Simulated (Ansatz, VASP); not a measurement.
**C: VASP beside Ansatz**

```
C
1.0
     1.22905    0.70959    3.28297
    -1.22905    0.70959    3.28297
     0.00000   -1.41918    3.28297
C
2
Direct
  0.17128 0.17128 0.15719
  0.82872 0.82872 0.84281
```

Change from the starting cell: mode 4 frozen in at +0.000 Å and mode 6 at +0.020 Å (largest displacements).

Alike in both runs: task single point; functional PBEsol; dispersion D3(BJ); k mesh 15 × 15 × 15; occupations gaussian, width 0.05 eV; no spin polarisation.

```csv
,VASP,Ansatz
version,VASP 6.6.1,Ansatz 0.2.0
potentials or method,"VASP PAW PBE potentials, release 64 (C), cutoff 520 eV","scalar-relativistic, plane waves, PAW"
valence electrons in the cell,8,8
```

Ansatz gave:

```
gap on the k mesh at the Fermi level (eV)                     : 0.32
least direct gap on the mesh (eV)                             : 0.32
pressure (GPa)                                                : 0.7
traceless stress, the component that is largest in VASP (GPa) : 4.95
rms of the force components (eV/Å)                            : 1.214
```

Problem. What did VASP give for the same quantities?

Solution. gap on the k mesh at the Fermi level (eV): 0.32; least direct gap on the mesh (eV): 0.32; pressure (GPa): 1.5; traceless stress, the component that is largest in VASP (GPa): 5.47; rms of the force components (eV/Å): 1.218.

VASP's potentials were made for PBE, not for PBEsol, and Ansatz warns of the same on its side. Atom by atom the forces differ by 0.003 eV/Å (rms over components).
